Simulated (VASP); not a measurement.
Set up this calculation in VASP 6.6.1, as the native input.

| Item | Value |
| --- | --- |
| Task | single point |
| Functional | HSE06 |
| Potentials or basis | VASP PAW PBE potentials, release 64 (Sn_d, O) |
| Cutoff | 520 eV |
| k mesh | 6 × 6 × 6 |
| Occupations | fermi-dirac, width 0.02 eV |
| Spin | no spin polarisation |
| Dipole correction | no |
| Grid for exact exchange (PRECFOCK) | Normal |
| Further INCAR settings | ALGO = Normal; EDIFF = 1e-06; NBANDS = 17 |
| Share of exact exchange | 0.25 |
| Screening parameter | 0.2079 1/Å |

Crystal: SnO.

```xyz
2
Lattice="0.0000 2.5370 2.5370 2.5370 0.0000 2.5370 2.5370 2.5370 0.0000" Properties=species:S:1:pos:R:3 pbc="T T T"
Sn    0.0000    0.0000    0.0000
O     2.5370    2.5370    2.5370
```

The input as run:

POSCAR

```
SnO
1.0
    0.0000000000      2.5369732559      2.5369732559
    2.5369732559      0.0000000000      2.5369732559
    2.5369732559      2.5369732559      0.0000000000
Sn O
1 1
Direct
    0.0000000000      0.0000000000      0.0000000000
    0.5000000000      0.5000000000      0.5000000000
```

INCAR.step1

```
SYSTEM = SnO
PREC = Accurate
ENCUT = 520
EDIFF = 1E-5
ISMEAR = -1
SIGMA = 0.02
LREAL = .False.
LASPH = .True.
NELM = 80
ALGO = Normal
ISIF = 2
LWAVE = .True.
LCHARG = .False.
GGA = PE
NBANDS = 17
```

INCAR.step2

```
SYSTEM = SnO
PREC = Accurate
ENCUT = 520
EDIFF = 1E-6
ISMEAR = -1
SIGMA = 0.02
LREAL = .False.
LASPH = .True.
NELM = 80
ALGO = Normal
ISIF = 2
LWAVE = .False.
LCHARG = .False.
GGA = PE
LHFCALC = .True.
HFSCREEN = 0.2079
PRECFOCK = Normal
ISTART = 1
NBANDS = 17
```

KPOINTS

```
Automatic mesh
0
Gamma
  6 6 6
  0 0 0
```

Potentials or basis: VASP PAW PBE potentials, release 64 (Sn_d, O).

The run is started by

```console
$ cat potpaw_PBE.64/Sn_d/POTCAR potpaw_PBE.64/O/POTCAR > POTCAR
$ cp INCAR.step1 INCAR
$ mpirun -np 1 vasp_std > vasp.out
$ cp INCAR.step2 INCAR
$ mpirun -np 1 vasp_std > vasp.out
```

Results of the run:

```
Pressure               : -0.2 GPa
Band gap on the k mesh : 1.22 eV (least direct gap 1.41 eV)
```

Caveat: the structure was generated, so it needn't be the stable form of SnO; the PAW data sets were made with another functional, which shifts forces and pressure a little; spin-orbit coupling is left out, which moves the levels of the heavy elements.

Wall time 65 min on 1 thread of Intel Xeon 8259CL, on a shared host, peak memory 0.29 GiB.
